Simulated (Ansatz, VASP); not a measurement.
## SnO: VASP beside Ansatz

File INCAR:

```
SYSTEM = SnO
ALGO = Normal
EDIFF = 1E-7
ENCUT = 520
GGA = PE
ISIF = 2
ISMEAR = 0
LASPH = .True.
LCHARG = .True.
LELF = .True.
LREAL = .False.
LVHAR = .True.
LWAVE = .False.
NBANDS = 28
NELM = 60
PREC = Accurate
SIGMA = 0.05
```

The input KPOINTS:

```
k-points
0
Gamma
  10 10 8
  0 0 0
```

The input POSCAR:

```
SnO
1.0
    3.9261933127      0.0000000000      0.0000000000
    0.0000000000      3.9261933127      0.0000000000
    0.0000000000      0.0000000000      5.2192952050
Sn O
2 2
Direct
    0.0000000000      0.5000000000      0.2287361932
    0.5000000000      0.0000000000      0.7712638068
    0.0000000000      0.0000000000      0.0000000000
    0.5000000000      0.5000000000      0.0000000000
```

Input for Ansatz:

```yaml
crystal:
  lattice:
    - [3.9261933127, 0.0, 0.0]
    - [0.0, 3.9261933127, 0.0]
    - [0.0, 0.0, 5.219295205]
  atoms:
    - { symbol: Sn, position: [0.0, 0.5, 0.2287361932] }
    - { symbol: Sn, position: [0.5, 0.0, 0.7712638068] }
    - { symbol: O, position: [0.0, 0.0, 0.0] }
    - { symbol: O, position: [0.5, 0.5, 0.0] }
basis:
  ecutwfc: 420
kpoints:
  mp_grid: { grid: [10, 10, 8] }
hamiltonian:
  xc: pbe
scf:
  occupations: { method: gaussian, width: 0.05 }
output:
  forces: true
  stress: true
  eigenvalues: true
```

Change from the starting cell: strain +0.015 along x and y, +0.030 along z, atoms carried along.

Alike in both runs: task single point; functional PBE; k mesh 10 × 10 × 8; occupations gaussian, width 0.05 eV; no spin polarisation.

|  | VASP | Ansatz |
| --- | --- | --- |
| version | VASP 6.6.1 | Ansatz 0.2.0 |
| potentials or method | VASP PAW PBE potentials, release 64 (Sn_d, O), cutoff 520 eV | scalar-relativistic, plane waves, PAW |
| valence electrons in the cell | 40 | 40 |

|  | VASP | Ansatz | Ansatz less VASP |
| --- | --- | --- | --- |
| gap on the k mesh at the Fermi level (eV) | 0.64 | 0.64 | -0.006 |
| least direct gap on the mesh (eV) | 1.84 | 1.87 | +0.027 |
| pressure (GPa) | -4.0 | -4.1 | -0.13 |
| traceless stress, the component that is largest in VASP (GPa) | 0.10 | 0.08 | -0.022 |
| rms of the force components (eV/Å) | 0.297 | 0.324 | +0.0266 |

Atom by atom the forces differ by 0.027 eV/Å (rms over components).
